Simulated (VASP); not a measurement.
Input of a VASP 6.6.1 run:

Contents of INCAR:

```
SYSTEM = As
  PREC = Accurate
  ENCUT = 520
  EDIFF = 1E-6
  ISMEAR = 0
  SIGMA = 0.1
  LREAL = .FALSE.
  LASPH = .TRUE.
  NELM = 80
  ALGO = Normal
  ISIF = 2
  LWAVE = .FALSE.
  LCHARG = .FALSE.
  GGA = PE
  IVDW = 12
  NBANDS = 12
```

Contents of KPOINTS:

```
regular mesh
0
G
  15 15 15
  0 0 0
```

POSCAR

```
As
1.0
    1.9056851121      1.1002478125      3.5204403746
   -1.9056851121      1.1002478125      3.5204403746
    0.0000000000     -2.2004956249      3.5204403746
As
2
Direct
    0.7725031780      0.7725031780      0.7725031780
    0.2274968220      0.2274968220      0.2274968220
```

Potentials or basis: VASP PAW PBE potentials, release 64 (As).

The run is started by

```console
$ cat potpaw_PBE.64/As/POTCAR > POTCAR
$ mpirun -np 1 vasp_std > vasp.out
```

Q: Estimate the dispersion energy per atom.

A: -0.408 eV.

Q: Predict the band gap on the k mesh.

A: Zero (band 5 reaches 5.27 eV, above the bottom of band 6 at 4.97 eV).

Forces on the atoms (eV/Å):
```
As   0.000  0.000 -0.051
As   0.000  0.000  0.051
```
